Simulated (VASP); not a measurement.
Runs of VASP 6.6.1 on Au. The structure is that of space group P6_3/mmc (No. 194), or close to it. The cells are those of the table. This isn't the form of Au at room conditions, which is fcc.

```tsv
cell	gap on the mesh (eV)	pressure (GPa)
a = 2.881, b = 2.881, c = 9.593 Å, angles 90.0, 90.0, 120.0°, 4 atoms	none	(b)
a = 2.805, b = 2.805, c = 9.340 Å, angles 90.0, 90.0, 120.0°, 4 atoms	none	9.6
a = 2.953, b = 2.953, c = 9.833 Å, angles 90.0, 90.0, 120.0°, 4 atoms	none	(a)
a = 2.917, b = 2.917, c = 9.714 Å, angles 90.0, 90.0, 120.0°, 4 atoms	none	-11.4
a = 2.725, b = 2.725, c = 9.073 Å, angles 90.0, 90.0, 120.0°, 4 atoms	none	36.5
a = 2.766, b = 2.766, c = 9.209 Å, angles 90.0, 90.0, 120.0°, 4 atoms	none	21.3
a = 2.844, b = 2.844, c = 9.468 Å, angles 90.0, 90.0, 120.0°, 4 atoms	none	0.6
```

Alike in all rows: task single point; level LDA; potentials or basis VASP PAW LDA potentials, release 64 (Au); no spin polarisation; k mesh 14 × 14 × 4; cutoff (eV) 520; smearing fermi-dirac 0.1 eV.

Task: Fill in the values left out.

Result: (a) -15.3; (b) -6.2.

Caveats: spin-orbit coupling is left out, which moves the levels of the heavy elements; the cell stands under tension (at least some runs); the cell stands under pressure (at least some runs).

A k mesh can miss the band edges, and the runs leave out spin-orbit coupling on Au.

A gap of «none» marks levels without a gap at the run's occupations.
